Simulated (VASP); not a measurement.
TiB2: single point with LDA

TiB2:

```
Ti B
1.0
     2.98826    0.00000    0.00000
    -1.49413    2.58790    0.00000
     0.00000    0.00000    3.18477
Ti B
1 2
Cartesian
  0.0000 0.0000 0.0000
  0.0000 1.7253 1.5924
  1.4941 0.8626 1.5924
```

```json
{
 "Program": "VASP 6.6.1",
 "Task": "single point",
 "Functional": "LDA",
 "Potentials or basis": "VASP PAW LDA potentials, release 64 (Ti_sv, B)",
 "Cutoff": "520 eV",
 "k mesh": "11 × 11 × 9",
 "Occupations": "methfessel-paxton, width 0.15 eV",
 "Spin": "no spin polarisation",
 "Dipole correction": "no",
 "Further INCAR settings": "ALGO = Normal; EDIFF = 1e-06; NBANDS = 16"
}
```

```
Pressure               : -0.2 GPa
Band gap on the k mesh : zero (band 9 reaches 10.57 eV, above the bottom of band 10 at 10.10 eV)
```

Stress tensor (GPa, compression positive):
```
 1.20  0.00  0.00
 0.00  1.20  0.00
 0.00  0.00 -2.94
```

Levels at points of the mesh, in eV from the Fermi level:
```
           k point  band 7  band 8  band 9  band 10  band 11  band 12
(0.00, 0.00, 0.00)   -2.64   -2.23   -2.18     2.03     2.03     3.87
```

It took 20 s on 1 thread of Intel(R) Xeon(R) Platinum 8259CL CPU @ 2.50GHz (Skylake/Cascade Lake), on a shared host, peak memory 0.14 GiB.
